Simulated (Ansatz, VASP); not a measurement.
## AlNi in VASP and in Ansatz

```
CELL_PARAMETERS angstrom
2.75483 0.00000 0.00000
0.00000 2.75483 0.00000
0.00000 0.00000 2.86217
ATOMIC_POSITIONS crystal
Al 0.00000 0.00000 0.00000
Ni 0.50000 0.50000 0.50000
```

Change from the starting cell: strain -0.0375 x Voigt [1, 1, 0, 0, 0, 0], atoms carried along.

Alike in both runs: task single point; functional PBEsol; k mesh 20 × 20 × 20; occupations gaussian, width 0.15 eV; no spin polarisation.

```csv
,VASP,Ansatz
version,VASP 6.6.1,Ansatz 0.2.0
potentials or method,"VASP PAW PBE potentials, release 64 (Al, Ni), cutoff 520 eV","scalar-relativistic, plane waves, PAW"
valence electrons in the cell,13,21
```

|  | VASP | Ansatz | Ansatz less VASP |
| --- | --- | --- | --- |
| gap on the k mesh at the Fermi level (eV) | none | none | - |
| pressure (GPa) | 16.0 | 15.7 | -0.33 |
| traceless stress, the component that is largest in VASP (GPa) | -2.18 | -2.12 | +0.053 |

VASP's potentials were made for PBE, not for PBEsol. A gap of «none» marks a metal or a gap that the smearing closes. The functional is the same, so the differences come from potentials, cutoffs and numerics. VASP's potentials hold 13 valence electrons a cell and Ansatz's 21, so a difference there can come from the potentials and not from the codes.
